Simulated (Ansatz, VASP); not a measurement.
**Ge: VASP beside Ansatz**

The input INCAR:

```
ALGO = Normal
EDIFF = 1E-6
ENCUT = 520
GGA = PE
ISIF = 2
ISMEAR = -1
LASPH = True
LCHARG = True
LELF = True
LREAL = False
LVHAR = True
LWAVE = False
NBANDS = 21
NELM = 80
PREC = Accurate
SIGMA = 0.05
```

KPOINTS

```
k-points
0
Gamma
  11 11 11
```

The input POSCAR:

```
Ge
1.0
   -2.5744897190      2.5744897190      1.3974126432
    2.5744897190     -2.5744897190      1.3974126432
    2.5744897190      2.5744897190     -1.3974126432
Ge
2
Direct
    0.4789340000      0.4743510000     -0.0067190000
    0.2450430000      0.7425210000      0.5069130000
```

File input.yaml:

```yaml
crystal:
  lattice:
    - [-2.574489719, 2.574489719, 1.3974126432]
    - [2.574489719, -2.574489719, 1.3974126432]
    - [2.574489719, 2.574489719, -1.3974126432]
  atoms:
    - { symbol: Ge, position: [0.478934, 0.474351, -0.006719] }
    - { symbol: Ge, position: [0.245043, 0.742521, 0.506913] }
kpoints:
  mp_grid: { grid: [11, 11, 11] }
scf:
  occupations: { method: fermi_dirac, width: 0.05 }
hamiltonian:
  xc: pbe
  pseudopotentials: { kind: all_electron, lapw: { basis_error: 0.001 } }
output:
  forces: true
  stress: true
  eigenvalues: true
  populations: true
```

Change from the starting cell: atoms moved at random, drawn with an rms of 0.05 Å.

Alike in both runs: task single point; functional PBE; k mesh 11 × 11 × 11; occupations fermi-dirac, width 0.05 eV; no spin polarisation.

|  | VASP | Ansatz |
| --- | --- | --- |
| version | VASP 6.6.1 | Ansatz 0.2.0 |
| potentials or method | VASP PAW PBE potentials, release 64 (Ge_d), cutoff 520 eV | all-electron LAPW, scalar-relativistic |

```csv
,VASP,Ansatz,Ansatz less VASP
gap on the k mesh at the Fermi level (eV),none,none,-
pressure (GPa),3.2,3.3,+0.13
"traceless stress, the component that is largest in VASP (GPa)",0.54,0.54,+0.001
rms of the force components (eV/Å),0.114,0.113,-0.0006
```

Atom by atom the forces differ by 0.001 eV/Å (rms over components). A gap of «none» marks a metal or a gap that the smearing closes. Ansatz ran all-electron here, and VASP with PAW potentials.
